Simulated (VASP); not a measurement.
Here is a VASP 6.6.1 calculation.

File INCAR:

```
SYSTEM = Ti2CdOs2
PREC = Accurate
ENCUT = 520
EDIFF = 1E-6
ISMEAR = 0
SIGMA = 0.1
LREAL = .FALSE.
LASPH = .TRUE.
NELM = 80
ALGO = Fast
ISIF = 2
LWAVE = .FALSE.
LCHARG = .FALSE.
GGA = PE
NBANDS = 34
```

Contents of KPOINTS:

```
Automatic mesh
0
G
  4 4 4
  0 0 0
```

File POSCAR:

```
Ti2CdOs2
1.0
    4.0513018600      0.0000000000      0.0000000000
    0.0000000000      4.0513018600      0.0000000000
    0.0000000000      0.0000000000      5.4954716900
Ti Cd Os
2 1 2
Direct
    0.0000000000      0.5000000000      0.5000000000
    0.5000000000      0.0000000000      0.5000000000
    0.0000000000      0.0000000000      0.0000000000
    0.5000000000      0.5000000000      0.2399999900
    0.5000000000      0.5000000000      0.7600000100
```

Potentials or basis: VASP PAW PBE potentials, release 64 (Ti_sv, Cd, Os).

Run with:

```sh
$ cat potpaw_PBE.64/Ti_sv/POTCAR potpaw_PBE.64/Cd/POTCAR potpaw_PBE.64/Os/POTCAR > POTCAR
$ mpirun -np 1 vasp_std > vasp.out
```

Q: What does it give for the band gap on the k mesh?

A: Zero (band 26 reaches 6.60 eV, above the bottom of band 27 at 5.14 eV).

Q: What does it give for the largest force?

A: 2.555 eV/Å.

Forces in eV/Å, atoms in the order of the input:
```
Ti   0.000  0.000  0.000
Ti   0.000  0.000  0.000
Cd   0.000  0.000  0.000
Os   0.000  0.000 -2.555
Os   0.000  0.000  2.555
```

Caveat: the k points lie up to 0.39 Å⁻¹ apart; spin-orbit coupling is left out, which moves the levels of the heavy elements; forces of over 1 eV/Å act on the atoms, so gaps and moduli don't describe the material at rest.
